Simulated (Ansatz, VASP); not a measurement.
One calculation of MgBe2S4, two programs

```
CELL_PARAMETERS angstrom
3.36957 0.00000 0.00000
-1.68479 2.91814 0.00000
0.00000 0.00000 11.03319
ATOMIC_POSITIONS crystal
Mg 0.00000 0.00000 0.00000
Be 0.00000 0.00000 0.67517
Be 0.00000 0.00000 0.32483
S 0.66667 0.33333 0.85279
S 0.33333 0.66667 0.61615
S 0.66667 0.33333 0.38385
S 0.33333 0.66667 0.14721
```

Alike in both runs: task relaxation of cell and atoms; functional PBE; dispersion D3(BJ); k mesh 12 × 12 × 4; occupations gaussian, width 0.1 eV; no spin polarisation.

|  | VASP | Ansatz |
| --- | --- | --- |
| version | VASP 6.6.1 | Ansatz 0.2.0 |
| potentials or method | VASP PAW PBE potentials, release 64 (Mg, Be, S), cutoff 600 eV | scalar-relativistic, plane waves, PAW |
| valence electrons in the cell | 30 | 38 |

Ansatz gave:

- gap on the k mesh at the Fermi level, each at its own relaxed structure (eV): none
- relaxed volume (Å³/atom): 15.57
- relaxed length of the cell vector where the two differ most in proportion (Å): 10.986

Task: Which values does VASP return?

Result: gap on the k mesh at the Fermi level, each at its own relaxed structure (eV): none; relaxed volume (Å³/atom): 15.58; relaxed length of the cell vector where the two differ most in proportion (Å): 10.994.

A gap of «none» marks a metal or a gap that the smearing closes. VASP's potentials hold 30 valence electrons a cell and Ansatz's 38, so a difference there can come from the potentials and not from the codes.
